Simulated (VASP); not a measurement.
# InAs (I-4m2) in VASP: single point with PBE

Aim: the single point of InAs with PBE.

All numbers are computed with VASP 6.6.1; they aren't measurements. Logs are shortened: lines on timing, memory, paths and dates and some standing lists are left out, and cuts for length are marked.

### 1 The cell of the first run

The structure is tetragonal, space group I-4m2 (No. 119). The conventional cell has a = 4.320 Å, b = 4.320 Å, c = 5.927 Å, α = 90.00°, β = 90.00°, γ = 90.00°. Within 3.5 Å of In (site symmetry -4m2) lie 4 As at 2.62 Å. Within 3.5 Å of As (site symmetry -4m2) lie 4 In at 2.62 Å.

### 2 Single point, PBE (z stretched by -2 % at fixed volume)

The input, INCAR:

```
  PREC = Accurate
  ENCUT = 520
  EDIFF = 1E-6
  ISMEAR = -1
  SIGMA = 0.08
  LREAL = F
  LASPH = T
  NELM = 100
  ALGO = Normal
  ISIF = 2
  LWAVE = F
  LCHARG = F
  GGA = PE
  NBANDS = 16
```

The input, KPOINTS:

```
Automatic mesh
0
Gamma
  10 10 10
```

The input, POSCAR:

```
InAs
1.0
    0.0000000000      3.0547012949      2.9635200000
    3.0547012949      0.0000000000      2.9635200000
    3.0547012949      3.0547012949      0.0000000000
In As
1 1
Direct
    0.0000000000      0.0000000000      0.0000000000
    0.7500000000      0.7500000000      0.7500000000
```

Potentials or basis: VASP PAW PBE potentials, release 64 (In_d, As).

Run with:

```bash
$ cat potpaw_PBE.64/In_d/POTCAR potpaw_PBE.64/As/POTCAR > POTCAR
$ mpirun -np 1 vasp_std > vasp.out
```

OUTCAR:

```text
PREC = Accurate
   ENCUT = 520
   EDIFF = 1E-6
   ISMEAR = -1
   LREAL = F
   LASPH = T
   NELM = 100
   ISIF = 2
   GGA = PE

 ion  position               nearest neighbor table
   1  0.000  0.000  0.000-   2 2.62   2 2.62   2 2.62   2 2.62
   2  0.750  0.750  0.750-   1 2.62   1 2.62   1 2.62   1 2.62

  LATTYP: Found a body centered tetragonal cell.
 ALAT       =     4.3200000002
 C/A-ratio  =     1.3719999999

  Lattice vectors:

 A1 = (   0.0000000000,  -3.0547012949,  -2.9635200000)
 A2 = (   0.0000000000,   3.0547012949,  -2.9635200000)
 A3 = (   3.0547012949,   0.0000000000,   2.9635200000)

Analysis of symmetry for initial positions (statically):
=====================================================================
 Subroutine PRICEL returns:
 Original cell was already a primitive cell.

 Routine SETGRP: Setting up the symmetry group for a
 body centered tetragonal supercell.

 Subroutine GETGRP returns: Found  8 space group operations
 (whereof  8 operations were pure point group operations)
 out of a pool of 16 trial point group operations.

The static configuration has the point symmetry D_2d.

Analysis of symmetry for dynamics (positions and initial velocities):
=====================================================================
 Subroutine PRICEL returns:
 Original cell was already a primitive cell.

 Routine SETGRP: Setting up the symmetry group for a
 body centered tetragonal supercell.

 Subroutine GETGRP returns: Found  8 space group operations
 (whereof  8 operations were pure point group operations)
 out of a pool of 16 trial point group operations.

The dynamic configuration has the point symmetry D_2d.

 Subroutine INISYM returns: Found  8 space group operations
 (whereof  8 operations are pure point group operations),
 and found     1 'primitive' translations

----------------------------------------------------------------------------------------

                                     Primitive cell

  volume of cell :      55.3064

[... 72 lines left out ...]
   total plane-waves  NPLWV =  32768
   dimension x,y,z NGX =    32 NGY =   32 NGZ =   32
   dimension x,y,z NGXF=    64 NGYF=   64 NGZF=   64
   ions per type =               1   1
   NGX,Y,Z   is equivalent  to a cutoff of  12.50, 12.50, 12.31 a.u.
   NGXF,Y,Z  is equivalent  to a cutoff of  25.00, 25.00, 24.63 a.u.
 SYSTEM =  unknown system
   PREC   = accura    normal or accurate (medium, high low for compatibility)
   ISTART =      0    job   : 0-new  1-cont  2-samecut
   ICHARG =      2    charge: 1-file 2-atom 10-const
   ISPIN  =      1    spin polarized calculation?
   LNONCOLLINEAR =      F non collinear calculations
   LSORBIT =      F    spin-orbit coupling
   LASPH  =      T    aspherical Exc in radial PAW
   ENCUT  =  520.0 eV  38.22 Ry    6.18 a.u.   7.91  7.91  8.03*2*pi/ulx,y,z
   NELM   =    100;   NELMIN=  2; NELMDL= -5     # of ELM steps
   EDIFF  = 0.1E-05   stopping-criterion for ELM
   LREAL  =      F    real-space projection
[... 7 lines left out ...]
   TEBEG  =    0.0;   TEEND  =   0.0 temperature during run
   PSTRESS=    0.0 pullay stress
   NELECT =      18.0000    total number of electrons
   NUPDOWN=      -1.0000    fix difference up-down
   EMIN   =  10.00;   EMAX   =-10.00  energy-range for DOS
   EFERMI =   0.00;   METHOD = LEGACY
   ISMEAR =    -1;   SIGMA  =   0.08  broadening in eV -4-tet -1-fermi 0-gaus
   EFERMI_NEDOS =   21; number of points for ismear=-14 and -15
   IALGO  =     38    algorithm
   IMIX   =      4    mixing-type and parameters
     AMIX     =   0.40;   BMIX     =  1.00
     AMIX_MAG =   1.60;   BMIX_MAG =  1.00
  volume/ion in A,a.u.               =      27.65       186.61
  Fermi-wavevector in a.u.,A,eV,Ry     =   1.126092  2.128005 17.253320  1.268083
  Thomas-Fermi vector in A             =   2.262772
   LORBIT       =      0    0 simple, 1 ext, 2 COOP (PROOUT), +10 PAW based schemes
   GGA     = PE    functional components
   LHFCALC =     F    Hartree Fock is set to
   AEXX    =    0.0000 exact exchange contribution
   IVDW    =     0    specifies the selected vdW correction
   LEPSILON=     F    determine dielectric tensor
   LRPA    =     F    only Hartree local field effects (RPA)
 non-spin polarized calculation
  energy-cutoff  :      520.00
  volume of cell :       55.31
 maximum number of plane-waves:      1504
   NGX = 15   NGY = 15   NGZ = 17

 number of electron      17.9999993 magnetization

 Free energy of the ion-electron system (eV)
  ---------------------------------------------------
  ext. energy  EPLUGINS =         0.00000000
  ---------------------------------------------------
  free energy    TOTEN  =        -7.67010963 eV

  energy without entropy =       -7.66943570  energy(sigma->0) =       -7.66977267

 E-fermi :   4.6851     XC(G=0):  -9.0924

 val. band max:        4.5941857421   @ k =   0.0000   0.0000   0.0000
 cond. band min:       5.4468498687   @ k =   0.5000  -0.0000   0.0000
 fundamental gap:      0.8526641267
 Fermi energy:         4.6850610116

 k-point     1 :       0.0000    0.0000    0.0000
  band No.  band energies     occupation
      1      -9.8919      2.00000
      2      -9.8919      2.00000
      3      -9.8812      2.00000
      4      -9.7656      2.00000
      5      -9.7609      2.00000
      6      -7.3539      2.00000
[... 433 lines left out ...]
      3      -9.8282      2.00000
      4      -9.7952      2.00000
      5      -9.7413      2.00000
      6      -5.8572      2.00000
[... 8 lines left out ...]
     15      15.4817      0.00000
     16      16.6461      0.00000

 [... further k-points ...]

------------------------ aborting loop because EDIFF is reached ----------------------------------------

  FORCE on cell =-STRESS in cart. coord.  units (eV):
  Direction    XX          YY          ZZ          XY          YZ          ZX
  --------------------------------------------------------------------------------------
  -------------------------------------------------------------------------------------
  Total        1.2500923      1.2500923      1.5596664      0.0000000      0.0000000     -0.0000000
  in kB       36.2140672     36.2140672     45.1821549      0.0000000      0.0000000     -0.0000000
  external PRESSURE =      39.2034297 kB  Pullay stress =       0.0000000 kB

 VOLUME and BASIS-vectors are now :
 -----------------------------------------------------------------------------
  energy-cutoff  :      520.00
  volume of cell :       55.31
      direct lattice vectors                 reciprocal lattice vectors
     0.000000000  3.054701295  2.963520000    -0.163682125  0.163682125  0.168718281
     3.054701295  0.000000000  2.963520000     0.163682125 -0.163682125  0.168718281
     3.054701295  3.054701295  0.000000000     0.163682125  0.163682125 -0.168718281

 POSITION                                       TOTAL-FORCE (eV/Angst)
 -----------------------------------------------------------------------------------
      0.00000      0.00000      0.00000         0.000000      0.000000      0.000000
      4.58205      4.58205      4.44528        -0.000000     -0.000000     -0.000000
 -----------------------------------------------------------------------------------
    total drift:                                0.000000      0.000000     -0.000000

  FREE ENERGIE OF THE ION-ELECTRON SYSTEM (eV)
  ---------------------------------------------------
  free  energy   TOTEN  =        -7.6701096311 eV

  energy  without entropy=       -7.6694357046  energy(sigma->0) =       -7.66977267
```

stdout:

```text
POSCAR found type information on POSCAR InAs
 POSCAR found :  2 types and       2 ions
 scaLAPACK will be used
 LDA part: xc-table for (Slater+PW92), standard interpolation
 POSCAR, INCAR and KPOINTS ok, starting setup
 FFT: planning ... GRIDC
 FFT: planning ... GRID_SOFT
 FFT: planning ... GRID
 WAVECAR not read
 entering main loop
```

It took 37 s on 1 thread of AMD EPYC 9R45 (Zen 5), shared host; peak memory 0.21 GiB.

Results:

| Item | Value |
| --- | --- |
| Free energy | -7.6701 eV |
| Pressure | 3.9 GPa |

Stress tensor (GPa, compression positive):
```
3.62 0.00 0.00
0.00 3.62 0.00
0.00 0.00 4.52
```

Caveat: spin-orbit coupling is left out, which moves the levels of the heavy elements.
